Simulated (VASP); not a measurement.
Input of a VASP 6.6.1 run:

Contents of INCAR:

```
SYSTEM = As
  PREC = Accurate
  ENCUT = 520
  EDIFF = 1E-6
  ISMEAR = -1
  SIGMA = 0.05
  LREAL = .False.
  LASPH = .True.
  NELM = 100
  ALGO = Normal
  ISIF = 2
  LWAVE = .False.
  LCHARG = .False.
  GGA = PS
  NBANDS = 18
```

The input KPOINTS:

```
Automatic mesh
0
Gamma
  8 8 6
  0 0 0
```

Contents of POSCAR:

```
As
1.0
    1.8127513088     -5.4630861361      0.0000000000
    1.8127513088      5.4630861361      0.0000000000
    0.0000000000      0.0000000000      4.4399990961
As
4
Direct
    0.3900000000      0.6100000000      0.5600000000
    0.8900000000      0.1100000000      0.9400000000
    0.6100000000      0.3900000000      0.4400000000
    0.1100000000      0.8900000000      0.0600000000
```

Potentials or basis: VASP PAW PBE potentials, release 64 (As).

Command:

```bash
$ cat potpaw_PBE.64/As/POTCAR > POTCAR
$ mpirun -np 1 vasp_std > vasp.out
```

Task: Estimate the largest force.

Result: 0.252 eV/Å.

Task: What does it give for the band gap on the k mesh?

Result: Zero (band 10 reaches 4.91 eV, above the bottom of band 11 at 4.88 eV).

Task: Predict the pressure.

Result: 1.6 GPa.

Stress tensor (GPa, compression positive):
```
2.58 0.00 0.00
0.00 1.71 0.00
0.00 0.00 0.62
```

Caveat: the PAW data sets were made with another functional, which shifts forces and pressure a little.
